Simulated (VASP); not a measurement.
# HgS (F-43m) in VASP: notebook

Aim: see how the results for HgS move with the level of theory and the settings. Levels: revPBE, BLYP, RPBE. Tasks: single point.

All numbers are computed with VASP 6.6.1; they aren't measurements. Logs are shortened: lines on timing, memory, paths and dates and some standing lists are left out, and cuts for length are marked.

## Step 1: The cell of the first run

Symmetry: F-43m, No. 216, cubic system. Conventional cell: a = 5.852 Å, b = 5.852 Å, c = 5.852 Å, α = 90.00°, β = 90.00°, γ = 90.00°. Within 3.3 Å of Hg (site symmetry -43m) lie 4 S at 2.53 Å. S (site symmetry -43m) has 4 Hg at 2.53 Å within 3.3 Å.

## Step 2: Single point, revPBE

Input file INCAR:

```
SYSTEM = HgS
PREC = Accurate ; ENCUT = 500
EDIFF = 1E-6 ; ISMEAR = 0
SIGMA = 0.01 ; LREAL = .False.
LASPH = .True. ; NELM = 120
ALGO = Normal ; ISIF = 2
LWAVE = .False. ; LCHARG = .False.
GGA = RE ; ISYM = 0
NBANDS = 16 ; GGA_COMPAT = .False.
```

Input file KPOINTS:

```
Automatic mesh
0
Gamma
  6 6 6
  0.5 0.5 0.5
```

Input file POSCAR:

```
HgS
1.0
    0.0000000000      2.9258500000      2.9258500000
    2.9258500000      0.0000000000      2.9258500000
    2.9258500000      2.9258500000      0.0000000000
Hg S
1 1
Direct
    0.0000000000      0.0000000000      0.0000000000
    0.2500000000      0.2500000000      0.2500000000
```

Potentials or basis: VASP PAW PBE potentials, release 64 (Hg, S).

Run with:

```bash
> cat potpaw_PBE.64/Hg/POTCAR potpaw_PBE.64/S/POTCAR > POTCAR
> mpirun -np 1 vasp_std > vasp.out
```

OUTCAR:

```text
SYSTEM = HgS
   PREC = Accurate
   ENCUT = 500
   EDIFF = 1E-6
   ISMEAR = 0
   LREAL = .False.
   LASPH = .True.
   NELM = 120
   ISIF = 2
   GGA = RE
   ISYM = 0

 ion  position               nearest neighbor table
   1  0.000  0.000  0.000-   2 2.53   2 2.53   2 2.53   2 2.53
   2  0.250  0.250  0.250-   1 2.53   1 2.53   1 2.53   1 2.53

IMPORTANT INFORMATION: All symmetrisations will be switched off!
NOSYMM: (Re-)initialisation of all symmetry stuff for point group C_1.

----------------------------------------------------------------------------------------

                                     Primitive cell

  volume of cell :      50.0941

  direct lattice vectors                    reciprocal lattice vectors
     0.000000000  2.925850000  2.925850000    -0.170890510  0.170890510  0.170890510
     2.925850000  0.000000000  2.925850000     0.170890510 -0.170890510  0.170890510
     2.925850000  2.925850000  0.000000000     0.170890510  0.170890510 -0.170890510

  length of vectors
     4.137776751  4.137776751  4.137776751     0.295991047  0.295991047  0.295991047

  position of ions in fractional coordinates (direct lattice)
     0.000000000  0.000000000  0.000000000
     0.250000000  0.250000000  0.250000000

  ion indices of the primitive-cell ions
   primitive index   ion index
                 1           1
                 2           2

----------------------------------------------------------------------------------------

 KPOINTS: Automatic mesh

Automatic generation of k-mesh.
 Grid dimensions read from file:
 generate k-points for:    6    6    6

 Generating k-lattice:

  Cartesian coordinates                     Fractional coordinates (reciprocal lattice)
    -0.028481752  0.028481752  0.028481752     0.166666667  0.000000000  0.000000000
     0.028481752 -0.028481752  0.028481752     0.000000000  0.166666667  0.000000000
     0.028481752  0.028481752 -0.028481752     0.000000000  0.000000000  0.166666667

  Length of vectors
     0.049331841  0.049331841  0.049331841

  Shift w.r.t. Gamma in fractional coordinates (k-lattice)
     0.500000000  0.500000000  0.500000000

 Subroutine IBZKPT returns following result:
 ===========================================

 Found    432 irreducible k-points:

 Following reciprocal coordinates:
            Coordinates               Weight
  0.083333  0.083333  0.083333      2.000000
  0.083333  0.000000  0.000000      2.000000
  0.000000  0.000000 -0.083333      2.000000
[... 39 lines left out ...]
   NELM   =    120;   NELMIN=  2; NELMDL= -5     # of ELM steps
   EDIFF  = 0.1E-05   stopping-criterion for ELM
   LREAL  =      F    real-space projection
   EDIFFG = 0.1E-04   stopping-criterion for IOM
   NSW    =      0    number of steps for IOM
   IBRION =     -1    ionic relax: 0-MD 1-quasi-New 2-CG
   NFREE  =      0    steps in history (QN), initial steepest desc. (CG)
   ISIF   =      2    stress and relaxation
   ISYM   =      0    0-nonsym 1-usesym 2-fastsym
   POTIM  = 0.5000    time-step for ionic-motion
   TEBEG  =    0.0;   TEEND  =   0.0 temperature during run
   PSTRESS=    0.0 pullay stress
   NELECT =      18.0000    total number of electrons
   NUPDOWN=      -1.0000    fix difference up-down
   EMIN   =  10.00;   EMAX   =-10.00  energy-range for DOS
   EFERMI =   0.00;   METHOD = LEGACY
   ISMEAR =     0;   SIGMA  =   0.01  broadening in eV -4-tet -1-fermi 0-gaus
   EFERMI_NEDOS =   21; number of points for ismear=-14 and -15
   IALGO  =     38    algorithm
   IMIX   =      4    mixing-type and parameters
     AMIX     =   0.40;   BMIX     =  1.00
     AMIX_MAG =   1.60;   BMIX_MAG =  1.00
  volume/ion in A,a.u.               =      25.05       169.03
  Fermi-wavevector in a.u.,A,eV,Ry     =   1.163868  2.199391 18.430288  1.354588
  Thomas-Fermi vector in A             =   2.300412
   LORBIT       =      0    0 simple, 1 ext, 2 COOP (PROOUT), +10 PAW based schemes
   GGA     = RE    functional components
   LHFCALC =     F    Hartree Fock is set to
   AEXX    =    0.0000 exact exchange contribution
   IVDW    =     0    specifies the selected vdW correction
   LEPSILON=     F    determine dielectric tensor
   LRPA    =     F    only Hartree local field effects (RPA)
 non-spin polarized calculation
 Gauss-broadening in eV      SIGMA  =   0.01
  energy-cutoff  :      500.00
  volume of cell :       50.09
 maximum number of plane-waves:      1289
   NGX = 15   NGY = 15   NGZ = 15

 number of electron      17.9999997 magnetization

 Free energy of the ion-electron system (eV)
  ---------------------------------------------------
  ext. energy  EPLUGINS =         0.00000000
  ---------------------------------------------------
  free energy    TOTEN  =        -3.83436521 eV

  energy without entropy =       -3.83436521  energy(sigma->0) =       -3.83436521

 E-fermi :   2.2077     XC(G=0):  -9.1168

 val. band max:        2.1531922962   @ k =   0.0833   0.0000   0.0000
 cond. band min:       2.7822444820   @ k =   0.0833   0.0000   0.0000
 fundamental gap:      0.6290521858
 Fermi energy:         2.2076798086

 k-point     1 :       0.0833    0.0833    0.0833
  band No.  band energies     occupation
      1     -11.0162      2.00000
      2      -4.8707      2.00000
      3      -4.8649      2.00000
      4      -4.8649      2.00000
      5      -3.9738      2.00000
      6      -3.9738      2.00000
[... 433 lines left out ...]
      3      -4.6855      2.00000
      4      -4.3261      2.00000
      5      -3.9606      2.00000
      6      -3.8956      2.00000
[... 8 lines left out ...]
     15      13.2091      0.00000
     16      14.0451      0.00000

 [... further k-points ...]

------------------------ aborting loop because EDIFF is reached ----------------------------------------

  FORCE on cell =-STRESS in cart. coord.  units (eV):
  Direction    XX          YY          ZZ          XY          YZ          ZX
  --------------------------------------------------------------------------------------
  -------------------------------------------------------------------------------------
  Total        1.9290541      1.9290542      1.9290538      0.0000014      0.0000016     -0.0000011
  in kB       61.6976795     61.6976821     61.6976682      0.0000454      0.0000499     -0.0000340
  external PRESSURE =      61.6976766 kB  Pullay stress =       0.0000000 kB

 VOLUME and BASIS-vectors are now :
 -----------------------------------------------------------------------------
  energy-cutoff  :      500.00
  volume of cell :       50.09
      direct lattice vectors                 reciprocal lattice vectors
     0.000000000  2.925850000  2.925850000    -0.170890510  0.170890510  0.170890510
     2.925850000  0.000000000  2.925850000     0.170890510 -0.170890510  0.170890510
     2.925850000  2.925850000  0.000000000     0.170890510  0.170890510 -0.170890510

 POSITION                                       TOTAL-FORCE (eV/Angst)
 -----------------------------------------------------------------------------------
      0.00000      0.00000      0.00000         0.000000      0.000000      0.000001
      1.46293      1.46293      1.46293        -0.000000     -0.000000     -0.000001
 -----------------------------------------------------------------------------------
    total drift:                                0.000000      0.000000      0.000000

  FREE ENERGIE OF THE ION-ELECTRON SYSTEM (eV)
  ---------------------------------------------------
  free  energy   TOTEN  =        -3.8343652149 eV

  energy  without entropy=       -3.8343652149  energy(sigma->0) =       -3.83436521
```

stdout:

```text
POSCAR found type information on POSCAR HgS
 POSCAR found :  2 types and       2 ions
 scaLAPACK will be used
 -----------------------------------------------------------------------------
|                                                                             |
|                                                                             |
|     You enforced a specific xc type in the INCAR file but a different       |
|     I HOPE YOU KNOW WHAT YOU ARE DOING!                                     |
|                                                                             |
 -----------------------------------------------------------------------------

 LDA part: xc-table for (Slater+PW92), standard interpolation
 POSCAR, INCAR and KPOINTS ok, starting setup
 FFT: planning ... GRIDC
 FFT: planning ... GRID_SOFT
 FFT: planning ... GRID
 WAVECAR not read
 entering main loop
```

Run time: 4.6 min. Hardware: 1 thread of Intel Xeon 8259CL, shared host; peak memory 0.42 GiB.

Results:

```yaml
Free_energy: -3.8344 eV
Pressure: 6.2 GPa
Band_gap_on_the_k_mesh: 0.63 eV
```

Caveat: the cell stands under pressure; the PAW data sets were made with another functional, which shifts forces and pressure a little; spin-orbit coupling is left out, which moves the levels of the heavy elements; a shifted mesh leaves out Γ, where band edges can lie. A k mesh can miss the band edges.

## Step 3: Single point, BLYP

Input file INCAR:

```
AGGAC = 1.0
AGGAX = 1.0
ALDAC = 0.0
ALDAX = 1.0
ALGO = Normal
EDIFF = 1E-6
ENCUT = 500
GGA = B5
GGA_COMPAT = False
ISIF = 2
ISMEAR = 0
ISYM = 0
LASPH = True
LCHARG = False
LREAL = False
LWAVE = False
NBANDS = 16
NELM = 120
PREC = Accurate
SIGMA = 0.01
```

KPOINTS is that of step 2.

POSCAR is that of step 2.

Potentials or basis: VASP PAW PBE potentials, release 64 (Hg, S).

Run with:

```bash
> cat potpaw_PBE.64/Hg/POTCAR potpaw_PBE.64/S/POTCAR > POTCAR
> mpirun -np 1 vasp_std > vasp.out
```

It took 4.5 min on 1 thread of Intel Xeon 8259CL, shared host; peak memory 0.43 GiB.

The run converged. Its results:

```yaml
Free_energy: -3.4559 eV
Pressure: 8.9 GPa
Band_gap_on_the_k_mesh: 0.56 eV
```

Levels at points of the mesh, in eV from the valence-band top:
| k point | band 7 | band 8 | band 9 | band 10 | band 11 | band 12 |
| --- | --- | --- | --- | --- | --- | --- |
| (0.08, 0.08, 0.08) | -1.02 | 0.00 | 0.00 | 0.56 | 5.92 | 6.22 |

Caveat: the cell stands under pressure; the PAW data sets were made with another functional, which shifts forces and pressure a little; spin-orbit coupling is left out, which moves the levels of the heavy elements; a shifted mesh leaves out Γ, where band edges can lie.

[end of part 1 of 2]
